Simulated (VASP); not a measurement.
Set up this calculation in VASP 6.6.1, as the native input.

```
Task                   : single point
Functional             : r2SCAN
Potentials or basis    : VASP PAW PBE potentials, release 64 (Cu)
Cutoff                 : 520 eV
k mesh                 : 25 × 25 × 25
Occupations            : fermi-dirac, width 0.1 eV
Spin                   : no spin polarisation
Dipole correction      : no
Further INCAR settings : ALGO = Normal; EDIFF = 1e-07; NBANDS = 12
```

The system is Cu.

```xyz
1
Lattice="0.0000 1.8117 1.8117 1.8117 0.0000 1.8117 1.8117 1.8117 0.0000" Properties=species:S:1:pos:R:3 pbc="T T T"
Cu    0.0000    0.0000    0.0000
```

This cell differs from its parent crystal: volume scaled by 1.04.

The input as run:

POSCAR

```
Cu
1.0
    0.0000000000      1.8116631972      1.8116631972
    1.8116631972      0.0000000000      1.8116631972
    1.8116631972      1.8116631972      0.0000000000
Cu
1
Direct
    0.0000000000      0.0000000000      0.0000000000
```

INCAR.step1

```
PREC     = Accurate       # precision mode
ENCUT    = 520            # plane-wave cutoff, eV
ISMEAR   = -1             # smearing method
SIGMA    = 0.1            # smearing width, eV
LREAL    = F              # projectors in reciprocal space
LASPH    = T              # aspherical terms in the spheres
NELM     = 100            # most SCF steps
NBANDS   = 12             # bands
GGA      = PE             # functional
ALGO     = Normal         # electronic algorithm
EDIFF    = 1E-4           # SCF threshold, eV
LWAVE    = T              # write WAVECAR
LCHARG   = F              # write CHGCAR
```

INCAR.step2

```
PREC     = Accurate       # precision mode
ENCUT    = 520            # plane-wave cutoff, eV
EDIFF    = 1E-7           # SCF threshold, eV
ISMEAR   = -1             # smearing method
SIGMA    = 0.1            # smearing width, eV
LREAL    = F              # projectors in reciprocal space
LASPH    = T              # aspherical terms in the spheres
NELM     = 100            # most SCF steps
ALGO     = Normal         # electronic algorithm
ISIF     = 2              # what is computed and relaxed
LWAVE    = F              # write WAVECAR
LCHARG   = F              # write CHGCAR
METAGGA  = R2SCAN         # meta-GGA
LMIXTAU  = T            
NBANDS   = 12             # bands
ISTART   = 1
```

KPOINTS

```
regular mesh
0
Gamma
  25 25 25
```

Potentials or basis: VASP PAW PBE potentials, release 64 (Cu).

Launch:

```console
$ cat potpaw_PBE.64/Cu/POTCAR > POTCAR
$ cp INCAR.step1 INCAR
$ mpirun -np 1 vasp_std > vasp.out
$ cp INCAR.step2 INCAR
$ mpirun -np 1 vasp_std > vasp.out
```

Results of the run:

The pressure is -5.1 GPa.

Caveat: the PAW data sets were made with another functional, which shifts forces and pressure a little.

It took 5.9 min on 1 thread of AMD EPYC 7R43 64-Core Processor (Zen 3), with other jobs on the host, peak memory 0.14 GiB.
